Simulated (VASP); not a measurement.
# P in VASP: a series of runs

The runs below take P through single point, relaxation of cell and atoms, with PBEsol.

Program: VASP 6.6.1. These are calculated values, not measurements. Logs are shortened: lines on timing, memory, paths and dates and some standing lists are left out, and cuts for length are marked.

### Step 1. The cell of the first run

The cell holds a slab with vacuum, 4 atoms: a = 3.284 Å, b = 34.876 Å, c = 4.437 Å, α = 90.00°, β = 90.00°, γ = 90.00°.

### Step 2. Single point, PBEsol

File INCAR:

```
ALGO = Normal
EDIFF = 1E-7
ENCUT = 520
GGA = PS
ISIF = 2
ISMEAR = -1
LASPH = T
LCHARG = T
LELF = T
LREAL = F
LVHAR = T
LWAVE = F
NBANDS = 18
NELM = 60
PREC = Accurate
SIGMA = 0.05
```

File KPOINTS:

```
k-points
0
Gamma
  8 1 6
```

File POSCAR:

```
P
1.0
    3.2842261980      0.0000000000      0.0000000000
    0.0000000000     34.8755756527      0.0000000000
    0.0000000000      0.0000000000      4.4370220344
P
4
Direct
    0.5000000000      0.9696874239      0.9173754143
    0.5000000000      0.0303125761      0.0826245857
    0.0000000000      0.0303125761      0.4173754143
    0.0000000000      0.9696874239      0.5826245857
```

Potentials or basis: VASP PAW PBE potentials, release 64 (P).

Run with:

```
$ cat potpaw_PBE.64/P/POTCAR > POTCAR
$ mpirun -np 1 vasp_std > vasp.out
```

OUTCAR:

```text
EDIFF = 1E-7
   ENCUT = 520
   GGA = PS
   ISIF = 2
   ISMEAR = -1
   LASPH = T
   LREAL = F
   NELM = 60
   PREC = Accurate

 ion  position               nearest neighbor table
   1  0.500  0.970  0.917-   4 2.21   4 2.21   2 2.24
   2  0.500  0.030  0.083-   3 2.21   3 2.21   1 2.24
   3  0.000  0.030  0.417-   2 2.21   2 2.21   4 2.24
   4  0.000  0.970  0.583-   1 2.21   1 2.21   3 2.24

  LATTYP: Found a simple orthorhombic cell.
 ALAT       =     3.2842261980
 B/A-ratio  =     1.3510098778
 C/A-ratio  =    10.6191149909

  Lattice vectors:

 A1 = (  -3.2842261980,   0.0000000000,   0.0000000000)
 A2 = (   0.0000000000,   0.0000000000,   4.4370220344)
 A3 = (   0.0000000000,  34.8755756527,   0.0000000000)

Analysis of symmetry for initial positions (statically):
=====================================================================
 Subroutine PRICEL returns:
 Original cell was already a primitive cell.

 Routine SETGRP: Setting up the symmetry group for a
 simple orthorhombic supercell.

 Subroutine GETGRP returns: Found  8 space group operations
 (whereof  4 operations were pure point group operations)
 out of a pool of  8 trial point group operations.

The static configuration has the point symmetry C_2h.
 The point group associated with its full space group is D_2h.

Analysis of symmetry for dynamics (positions and initial velocities):
=====================================================================
 Subroutine PRICEL returns:
 Original cell was already a primitive cell.

 Routine SETGRP: Setting up the symmetry group for a
 simple orthorhombic supercell.

 Subroutine GETGRP returns: Found  8 space group operations
 (whereof  4 operations were pure point group operations)
 out of a pool of  8 trial point group operations.

The dynamic configuration has the point symmetry C_2h.
 The point group associated with its full space group is D_2h.

 Subroutine INISYM returns: Found  8 space group operations
 (whereof  4 operations are pure point group operations),
 and found     1 'primitive' translations

----------------------------------------------------------------------------------------

                                     Primitive cell

  volume of cell :     508.2133

  direct lattice vectors                    reciprocal lattice vectors
     3.284226198  0.000000000  0.000000000     0.304485727  0.000000000  0.000000000
     0.000000000 34.875575653  0.000000000     0.000000000  0.028673362  0.000000000
     0.000000000  0.000000000  4.437022034     0.000000000  0.000000000  0.225376388

  length of vectors
     3.284226198 34.875575653  4.437022034     0.304485727  0.028673362  0.225376388

  position of ions in fractional coordinates (direct lattice)
     0.500000000  0.969687424  0.917375414
     0.500000000  0.030312576  0.082624586
     0.000000000  0.030312576  0.417375414
     0.000000000  0.969687424  0.582624586

  ion indices of the primitive-cell ions
   primitive index   ion index
                 1           1
                 2           2
                 3           3
                 4           4

----------------------------------------------------------------------------------------

 KPOINTS: k-points

Automatic generation of k-mesh.
 Grid dimensions read from file:
 generate k-points for:    8    1    6

 Generating k-lattice:

  Cartesian coordinates                     Fractional coordinates (reciprocal lattice)
     0.038060716  0.000000000  0.000000000     0.125000000  0.000000000  0.000000000
     0.000000000  0.028673362  0.000000000     0.000000000  1.000000000  0.000000000
     0.000000000  0.000000000  0.037562731     0.000000000  0.000000000  0.166666667

  Length of vectors
     0.038060716  0.028673362  0.037562731

  Shift w.r.t. Gamma in fractional coordinates (k-lattice)
     0.000000000  0.000000000  0.000000000

 Subroutine IBZKPT returns following result:
 ===========================================

 Found     20 irreducible k-points:

 Following reciprocal coordinates:
            Coordinates               Weight
  0.000000  0.000000  0.000000      1.000000
  0.125000  0.000000  0.000000      2.000000
  0.250000  0.000000  0.000000      2.000000
  0.375000  0.000000  0.000000      2.000000
  0.500000  0.000000  0.000000      1.000000
  0.000000  0.000000  0.166667      2.000000
[... 12 lines left out ...]
  0.375000  0.000000  0.500000      2.000000
  0.500000  0.000000  0.500000      1.000000
   k-points           NKPTS =     20   k-points in BZ     NKDIM =     20   number of bands    NBANDS=     18
   number of dos      NEDOS =    301   number of ions     NIONS =      4
   total plane-waves  NPLWV = 233280
   dimension x,y,z NGX =    24 NGY =  270 NGZ =   36
   dimension x,y,z NGXF=    48 NGYF=  540 NGZF=   72
   ions per type =               4
   NGX,Y,Z   is equivalent  to a cutoff of  12.15, 12.87, 13.49 a.u.
   NGXF,Y,Z  is equivalent  to a cutoff of  24.30, 25.74, 26.98 a.u.
 SYSTEM =  unknown system
   PREC   = accura    normal or accurate (medium, high low for compatibility)
   ISTART =      0    job   : 0-new  1-cont  2-samecut
   ICHARG =      2    charge: 1-file 2-atom 10-const
   ISPIN  =      1    spin polarized calculation?
   LNONCOLLINEAR =      F non collinear calculations
   LSORBIT =      F    spin-orbit coupling
   LASPH  =      T    aspherical Exc in radial PAW
   ENCUT  =  520.0 eV  38.22 Ry    6.18 a.u.   6.11 64.85  8.25*2*pi/ulx,y,z
   NELM   =     60;   NELMIN=  2; NELMDL= -5     # of ELM steps
   EDIFF  = 0.1E-06   stopping-criterion for ELM
   LREAL  =      F    real-space projection
   EDIFFG = 0.1E-05   stopping-criterion for IOM
   NSW    =      0    number of steps for IOM
   IBRION =     -1    ionic relax: 0-MD 1-quasi-New 2-CG
   NFREE  =      0    steps in history (QN), initial steepest desc. (CG)
   ISIF   =      2    stress and relaxation
   ISYM   =      2    0-nonsym 1-usesym 2-fastsym
   POTIM  = 0.5000    time-step for ionic-motion
   TEBEG  =    0.0;   TEEND  =   0.0 temperature during run
   PSTRESS=    0.0 pullay stress
   NELECT =      20.0000    total number of electrons
   NUPDOWN=      -1.0000    fix difference up-down
   EMIN   =  10.00;   EMAX   =-10.00  energy-range for DOS
   EFERMI =   0.00;   METHOD = LEGACY
   ISMEAR =    -1;   SIGMA  =   0.05  broadening in eV -4-tet -1-fermi 0-gaus
   EFERMI_NEDOS =   21; number of points for ismear=-14 and -15
   IALGO  =     38    algorithm
   IMIX   =      4    mixing-type and parameters
     AMIX     =   0.40;   BMIX     =  1.00
     AMIX_MAG =   1.60;   BMIX_MAG =  1.00
  volume/ion in A,a.u.               =     127.05       857.40
  Fermi-wavevector in a.u.,A,eV,Ry     =   0.556847  1.052289  4.218880  0.310079
  Thomas-Fermi vector in A             =   1.591190
   LORBIT       =      0    0 simple, 1 ext, 2 COOP (PROOUT), +10 PAW based schemes
   GGA     = PS    functional components
   LHFCALC =     F    Hartree Fock is set to
   AEXX    =    0.0000 exact exchange contribution
   IVDW    =     0    specifies the selected vdW correction
   LEPSILON=     F    determine dielectric tensor
   LRPA    =     F    only Hartree local field effects (RPA)
 non-spin polarized calculation
  energy-cutoff  :      520.00
  volume of cell :      508.21
 maximum number of plane-waves:     13734
   NGX = 13   NGY =129   NGZ = 17

 number of electron      19.9999999 magnetization

 Free energy of the ion-electron system (eV)
  ---------------------------------------------------
  ext. energy  EPLUGINS =         0.00000000
  ---------------------------------------------------
  free energy    TOTEN  =       -22.84062460 eV

  energy without entropy =      -22.84058686  energy(sigma->0) =      -22.84060573

 E-fermi :  -2.9235     XC(G=0):  -1.7985

 val. band max:       -3.2953155556   @ k =   0.0000   0.0000   0.0000
 cond. band min:      -2.5784856636   @ k =   0.0000   0.0000   0.0000
 fundamental gap:      0.7168298920
 Fermi energy:        -2.9235255080

 k-point     1 :       0.0000    0.0000    0.0000
  band No.  band energies     occupation
      1     -18.5214      2.00000
      2     -15.8692      2.00000
      3     -12.3453      2.00000
      4      -9.1484      2.00000
      5      -8.0935      2.00000
      6      -7.8127      2.00000
[... 10 lines left out ...]
     17       1.6835      0.00000
     18       1.8321      0.00000

 k-point     2 :       0.1250    0.0000    0.0000
  band No.  band energies     occupation
      1     -18.3325      2.00000
      2     -15.6729      2.00000
      3     -12.4563      2.00000
      4      -9.0003      2.00000
      5      -8.0437      2.00000
      6      -7.9236      2.00000
[... 10 lines left out ...]
     17       1.9014      0.00000
     18       1.9480      0.00000

 k-point     3 :       0.2500    0.0000    0.0000
  band No.  band energies     occupation
      1     -17.7713      2.00000
      2     -15.0869      2.00000
      3     -13.0391      2.00000
      4      -9.3414      2.00000
      5      -8.6375      2.00000
      6      -8.5935      2.00000
[... 10 lines left out ...]
     17       2.0564      0.00000
     18       2.5528      0.00000

 k-point     4 :       0.3750    0.0000    0.0000
  band No.  band energies     occupation
      1     -16.8580      2.00000
      2     -14.2541      2.00000
      3     -14.1200      2.00000
      4     -11.1490      2.00000
      5      -8.6375      2.00000
      6      -8.1244      2.00000
[... 291 lines left out ...]
      4     -11.7685      2.00000
      5      -8.8618      2.00000
      6      -8.8618      2.00000
[... 10 lines left out ...]
     17       3.0997      0.00000
     18       3.0997      0.00000

 k-point    19 :       0.3750    0.0000    0.5000
  band No.  band energies     occupation
      1     -15.7760      2.00000
      2     -15.7760      2.00000
      3     -12.4514      2.00000
      4     -12.4514      2.00000
      5      -9.1570      2.00000
      6      -9.1570      2.00000
[... 10 lines left out ...]
     17       3.4926      0.00000
     18       3.4926      0.00000

 k-point    20 :       0.5000    0.0000    0.5000
  band No.  band energies     occupation
      1     -15.2025      2.00000
      2     -15.2025      2.00000
      3     -13.1584      2.00000
      4     -13.1584      2.00000
      5      -8.3614      2.00000
      6      -8.3614      2.00000
[... 10 lines left out ...]
     17       2.8599      0.00000
     18       2.8599      0.00000

------------------------ aborting loop because EDIFF is reached ----------------------------------------

  FORCE on cell =-STRESS in cart. coord.  units (eV):
  Direction    XX          YY          ZZ          XY          YZ          ZX
  --------------------------------------------------------------------------------------
  -------------------------------------------------------------------------------------
  Total       -0.0037765     -0.0974353     -0.0545687      0.0000000     -0.0000000      0.0000000
  in kB       -0.0119058     -0.3071715     -0.1720314      0.0000000     -0.0000000      0.0000000
  external PRESSURE =      -0.1637029 kB  Pullay stress =       0.0000000 kB

 VOLUME and BASIS-vectors are now :
 -----------------------------------------------------------------------------
  energy-cutoff  :      520.00
  volume of cell :      508.21
      direct lattice vectors                 reciprocal lattice vectors
     3.284226198  0.000000000  0.000000000     0.304485727  0.000000000  0.000000000
     0.000000000 34.875575653  0.000000000     0.000000000  0.028673362  0.000000000
     0.000000000  0.000000000  4.437022034     0.000000000  0.000000000  0.225376388

 POSITION                                       TOTAL-FORCE (eV/Angst)
 -----------------------------------------------------------------------------------
      1.64211     33.81841      4.07041         0.000000      0.019694     -0.009659
      1.64211      1.05717      0.36661         0.000000     -0.019694      0.009659
      0.00000      1.05717      1.85190         0.000000     -0.019694     -0.009659
      0.00000     33.81841      2.58512         0.000000      0.019694      0.009659
 -----------------------------------------------------------------------------------
    total drift:                               -0.000000      0.000000      0.000000

  FREE ENERGIE OF THE ION-ELECTRON SYSTEM (eV)
  ---------------------------------------------------
  free  energy   TOTEN  =       -22.8406245976 eV

  energy  without entropy=      -22.8405868643  energy(sigma->0) =      -22.84060573
```

It took 2.5 min on 1 thread of AMD EPYC 9R45 (Zen 5), shared host; peak memory 0.52 GiB.

Results:

* Free energy: -22.8406 eV
* Largest force: 0.022 eV/Å
* Band gap on the k mesh: 0.72 eV

Forces in eV/Å, atoms in the order of the input:
```
P    0.000  0.020 -0.010
P    0.000 -0.020  0.010
P    0.000 -0.020 -0.010
P    0.000  0.020  0.010
```

Caveat: there is no dipole correction, which matters where the two faces differ; semilocal functionals underestimate gaps, and a narrow one can read as zero; the PAW data sets were made with another functional, which shifts forces and pressure a little.

### Step 3. Relaxation of cell and atoms, PBEsol

This run uses another cell than the first one.

File INCAR:

```
SYSTEM = P
PREC = Accurate ; ENCUT = 600
EDIFF = 1E-6 ; ISMEAR = -1
SIGMA = 0.05 ; LREAL = .False.
LASPH = .True. ; NELM = 100
ALGO = Normal ; ISIF = 3
LWAVE = .False. ; LCHARG = .False.
GGA = PS ; IBRION = 2
NSW = 60 ; EDIFFG = -0.01
```

File KPOINTS:

```
Automatic mesh
0
Gamma
  8 1 6
  0 0 0
```

File POSCAR:

```
P
1.0
    3.2837277200      0.0000000000      0.0000000000
    0.0000000000     34.8570309900      0.0000000000
    0.0000000000      0.0000000000      4.6320847100
P
4
Direct
    0.5000000000      0.9702614300      0.9078492800
    0.5000000000      0.0297385700      0.0921507200
    0.0000000000      0.0297385700      0.4078492800
    0.0000000000      0.9702614300      0.5921507200
```

Potentials or basis: VASP PAW PBE potentials, release 64 (P).

Run with:

```
$ cat potpaw_PBE.64/P/POTCAR > POTCAR
$ mpirun -np 1 vasp_std > vasp.out
```

OUTCAR:

```text
SYSTEM = P
   PREC = Accurate
   ENCUT = 600
   EDIFF = 1E-6
   ISMEAR = -1
   LREAL = .False.
   LASPH = .True.
   NELM = 100
   ISIF = 3
   GGA = PS
   IBRION = 2
   NSW = 60
   EDIFFG = -0.01

 ion  position               nearest neighbor table
   1  0.500  0.970  0.908-   4 2.20   4 2.20   2 2.24
   2  0.500  0.030  0.092-   3 2.20   3 2.20   1 2.24
   3  0.000  0.030  0.408-   2 2.20   2 2.20   4 2.24
   4  0.000  0.970  0.592-   1 2.20   1 2.20   3 2.24

  LATTYP: Found a simple orthorhombic cell.
 ALAT       =     3.2837277200
 B/A-ratio  =     1.4106177811
 C/A-ratio  =    10.6150795566

  Lattice vectors:

 A1 = (  -3.2837277200,   0.0000000000,   0.0000000000)
 A2 = (   0.0000000000,   0.0000000000,   4.6320847100)
 A3 = (   0.0000000000,  34.8570309900,   0.0000000000)

Analysis of symmetry for initial positions (statically):
=====================================================================
 Subroutine PRICEL returns:
 Original cell was already a primitive cell.

 Routine SETGRP: Setting up the symmetry group for a
 simple orthorhombic supercell.
[... 172 lines left out ...]

  FORCE on cell =-STRESS in cart. coord.  units (eV):
  Direction    XX          YY          ZZ          XY          YZ          ZX
  --------------------------------------------------------------------------------------
  -------------------------------------------------------------------------------------
  Total       -0.4631251      0.1772069     -0.1326034      0.0000000      0.0000000      0.0000000
  in kB       -1.3995063      0.5354973     -0.4007109      0.0000000      0.0000000      0.0000000
  external PRESSURE =      -0.4215733 kB  Pullay stress =       0.0000000 kB
[... 95 lines left out ...]
  FREE ENERGIE OF THE ION-ELECTRON SYSTEM (eV)
  ---------------------------------------------------
  free  energy   TOTEN  =       -22.8261355554 eV

  energy  without entropy=      -22.8261276869  energy(sigma->0) =      -22.82613162

[... ionic steps 4 to 7 ...]

--------------------------------------- Ionic step        8  -------------------------------------------

 number of electron      19.9999998 magnetization

------------------------ aborting loop because EDIFF is reached ----------------------------------------
[... 71 lines left out ...]
--------------------------------------- Ionic step       10  -------------------------------------------

 number of electron      19.9999998 magnetization

 Free energy of the ion-electron system (eV)
  ---------------------------------------------------
  ext. energy  EPLUGINS =         0.00000000
  ---------------------------------------------------
  free energy    TOTEN  =       -22.84132356 eV

  energy without entropy =      -22.84128959  energy(sigma->0) =      -22.84130657

 E-fermi :  -2.9276     XC(G=0):  -1.7937

 val. band max:       -3.3056974272   @ k =   0.0000   0.0000   0.0000
 cond. band min:      -2.5765186495   @ k =   0.0000   0.0000   0.0000
 fundamental gap:      0.7291787777
 Fermi energy:        -2.9276202526

 k-point     1 :       0.0000    0.0000    0.0000
  band No.  band energies     occupation
      1     -18.5465      2.00000
      2     -15.8814      2.00000
      3     -12.3697      2.00000
      4      -9.1652      2.00000
      5      -8.1115      2.00000
      6      -7.8130      2.00000
      7      -6.7853      2.00000
      8      -5.2098      2.00000
      9      -5.0473      2.00000
     10      -3.3057      1.99896
     11      -2.5765      0.00178
     12      -1.8061      0.00000
     13      -0.5820      0.00000
     14       0.1541      0.00000
[... 352 lines left out ...]
  FREE ENERGIE OF THE ION-ELECTRON SYSTEM (eV)
  ---------------------------------------------------
  free  energy   TOTEN  =       -22.8413235559 eV

  energy  without entropy=      -22.8412895903  energy(sigma->0) =      -22.84130657

 reached required accuracy - stopping structural energy minimisation
```

It took 11 min on 1 thread of AMD EPYC 9R45 (Zen 5), shared host; peak memory 0.73 GiB.

Results:

```yaml
Free_energy: -22.8413 eV
Relaxed_cell: a = 3.285 Å, b = 35.184 Å, c = 4.435 Å, α = 90.00°, β = 90.00°, γ = 90.00°
Space_group_after_relaxing_to_0.1_Å: Pmna (No. 53)
Energy_gained_by_relaxing: 6.5 meV/atom
Ionic_steps: 10
Largest_force_after_relaxing: 0.008 eV/Å
Band_gap_on_the_k_mesh: 0.73 eV
```

Forces on the atoms (eV/Å):
```
P    0.000 -0.008  0.000
P    0.000  0.008  0.000
P    0.000  0.008  0.000
P    0.000 -0.008  0.000
```

Step by step:
| step | energy change (eV) | largest force (eV/Å) | pressure (GPa) | volume (Å³) |
| --- | --- | --- | --- | --- |
| 1 | 0.0000 | 0.2544 | -0.04 | 530.19 |
| 2 | -0.0100 | 0.0570 | -0.06 | 527.51 |
| 3 | -0.0108 | 0.0446 | -0.06 | 526.49 |
| 4 | -0.0166 | 0.0598 | 0.02 | 520.77 |
| 5 | -0.0173 | 0.1020 | 0.06 | 518.39 |
| 6 | -0.0217 | 0.0718 | 0.04 | 517.02 |
| 7 | -0.0259 | 0.0217 | -0.01 | 513.90 |
| 8 | -0.0260 | 0.0198 | -0.02 | 513.60 |
| 9 | -0.0260 | 0.0196 | -0.02 | 513.50 |
| 10 | -0.0260 | 0.0084 | 0.00 | 512.63 |

Final structure:
```yaml
crystal:
  lattice:
    - [3.28514, 0.00000, 0.00000]
    - [0.00000, 35.18432, 0.00000]
    - [0.00000, 0.00000, 4.43511]
  atoms:
    - { symbol: P, position: [0.50000, 0.97000, 0.91726] }
    - { symbol: P, position: [0.50000, 0.03000, 0.08274] }
    - { symbol: P, position: [0.00000, 0.03000, 0.41726] }
    - { symbol: P, position: [0.00000, 0.97000, 0.58274] }
```

Caveat: there is no dipole correction, which matters where the two faces differ; semilocal functionals underestimate gaps, and a narrow one can read as zero; the PAW data sets were made with another functional, which shifts forces and pressure a little.
